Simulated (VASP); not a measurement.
Br, 4 atoms in the cell. The structure is hexagonal, space group P6_3/mmc (No. 194). The conventional cell has a = 3.804 Å, b = 3.804 Å, c = 8.339 Å, α = 90.00°, β = 90.00°, γ = 120.00°. Br (site symmetry -3m) has 12 Br at 3.03 to 3.80 Å within 4.0 Å. Br (site symmetry -6m2) has 12 Br at 3.03 to 3.80 Å within 4.0 Å. 

| Item | Value |
| --- | --- |
| Program | VASP 6.6.1 |
| Task | single point |
| Functional | PBEsol |
| Potentials or basis | VASP PAW PBE potentials, release 64 (Br) |
| Cutoff | 520 eV |
| k mesh | 6 × 6 × 2 |
| Occupations | gaussian, width 0.1 eV |
| Spin | no spin polarisation |
| Dipole correction | no |
| Further INCAR settings | ALGO = Normal; EDIFF = 1e-06; NBANDS = 22 |

Potentials or basis: VASP PAW PBE potentials, release 64 (Br).

Run with:

```bash
$ cat potpaw_PBE.64/Br/POTCAR > POTCAR
$ mpirun -np 1 vasp_std > vasp.out
```

Hardware: 1 thread of Intel Xeon 6975P-C, on a shared host.

**Question.** How long does it take, and how much memory?

**Answer.** Wall time 34 s on 1 thread of Intel Xeon 6975P-C, on a shared host, peak memory 0.21 GiB. Counts: scf iterations 11, k points 14.
